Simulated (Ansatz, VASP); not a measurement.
**One calculation of GaP, two programs**

```
CELL_PARAMETERS angstrom
0.00000 2.76086 2.76086
2.76086 0.00000 2.76086
2.76086 2.76086 0.00000
ATOMIC_POSITIONS crystal
Ga 0.00000 0.00000 0.00000
P 0.25000 0.25000 0.25000
```

Alike in both runs: task single point; functional r2SCAN; k mesh 10 × 10 × 10; no spin polarisation.

|  | VASP | Ansatz |
| --- | --- | --- |
| version | VASP 6.6.1 | Ansatz 0.2.0 |
| potentials or method | VASP PAW PBE potentials, release 64 (Ga_d, P), cutoff 520 eV | scalar-relativistic, plane waves, PAW |
| occupations | gaussian, width 0.01 eV | fixed |
| valence electrons in the cell | 18 | 18 |

|  | VASP | Ansatz | Ansatz less VASP |
| --- | --- | --- | --- |
| gap on the k mesh at the Fermi level (eV) | 1.91 | 1.91 | +0.002 |
| least direct gap on the mesh (eV) | 2.00 | 2.02 | +0.020 |
| pressure (GPa) | -3.2 | -3.1 | +0.07 |

VASP's potentials were made for PBE, not for r2SCAN.
